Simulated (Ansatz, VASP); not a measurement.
# Two plane-wave programs on Mo

The input POSCAR:

```
Mo
1.0
   -1.5908333910      1.5908333910      1.5908333910
    1.5908333910     -1.5908333910      1.5908333910
    1.5908333910      1.5908333910     -1.5908333910
Mo
1
Direct
    0.0000000000      0.0000000000      0.0000000000
```

The input INCAR.step1:

```
PREC = Accurate
ENCUT = 520
ISMEAR = 0
SIGMA = 0.1
LREAL = F
LASPH = T
NELM = 80
NBANDS = 13
GGA = PE
ALGO = Normal
EDIFF = 1E-4
LWAVE = T
LCHARG = F
```

Contents of INCAR.step2:

```
PREC = Accurate
ENCUT = 520
EDIFF = 1E-6
ISMEAR = 0
SIGMA = 0.1
LREAL = F
LASPH = T
NELM = 80
ALGO = Normal
ISIF = 2
LWAVE = F
LCHARG = F
METAGGA = R2SCAN
LMIXTAU = T
NBANDS = 13
ISTART = 1
```

Contents of KPOINTS:

```
Automatic mesh
0
Gamma
  18 18 18
```

Input for Ansatz:

```yaml
crystal:
  lattice:
    - [-1.590833391, 1.590833391, 1.590833391]
    - [1.590833391, -1.590833391, 1.590833391]
    - [1.590833391, 1.590833391, -1.590833391]
  atoms:
    - { symbol: Mo, position: [0.0, 0.0, 0.0] }
basis:
  ecutwfc: 500
kpoints:
  mp_grid: { grid: [18, 18, 18] }
hamiltonian:
  xc: r2scan
scf:
  occupations: { method: gaussian, width: 0.1 }
output:
  forces: true
  stress: true
  eigenvalues: true
```

Alike in both runs: task single point; functional r2SCAN; k mesh 18 × 18 × 18; occupations gaussian, width 0.1 eV; no spin polarisation.

```csv
,VASP,Ansatz
version,VASP 6.6.1,Ansatz 0.2.0
potentials or method,"VASP PAW PBE potentials, release 64 (Mo_sv), cutoff 520 eV","scalar-relativistic, plane waves, PAW"
valence electrons in the cell,14,14
```

|  | VASP | Ansatz | Ansatz less VASP |
| --- | --- | --- | --- |
| gap on the k mesh at the Fermi level (eV) | none | none | - |
| pressure (GPa) | -6.5 | -7.5 | -0.99 |

VASP's potentials were made for PBE, not for r2SCAN. A gap of «none» marks a metal or a gap that the smearing closes. With one functional, cell and mesh, what is left measures potentials, basis and numerics.
